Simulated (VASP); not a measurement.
Here is a VASP 6.6.1 calculation.

The input INCAR:

```
  PREC = Accurate
  ENCUT = 520
  EDIFF = 1E-7
  ISMEAR = 0
  SIGMA = 0.1
  LREAL = False
  LASPH = True
  NELM = 100
  ALGO = Normal
  ISIF = 2
  LWAVE = False
  LCHARG = False
  GGA = PE
  NBANDS = 19
```

KPOINTS

```
regular mesh
0
Gamma
  18 18 18
```

File POSCAR:

```
GePt
1.0
    0.0000000000      2.6061955619      2.6061955619
    2.6061955619      0.0000000000      2.6061955619
    2.6061955619      2.6061955619      0.0000000000
Ge Pt
1 1
Direct
    0.0000000000      0.0000000000      0.0000000000
    0.5000000000      0.5000000000      0.5000000000
```

Potentials or basis: VASP PAW PBE potentials, release 64 (Ge_d, Pt).

Launch:

```sh
$ cat potpaw_PBE.64/Ge_d/POTCAR potpaw_PBE.64/Pt/POTCAR > POTCAR
$ mpirun -np 1 vasp_std > vasp.out
```

Problem. What does it give for the band gap on the k mesh?

Solution. Zero (band 12 reaches 10.66 eV, above the bottom of band 13 at 7.26 eV).

Problem. Predict the pressure.

Solution. 0.0 GPa.

Caveat: spin-orbit coupling is left out, which moves the levels of the heavy elements.
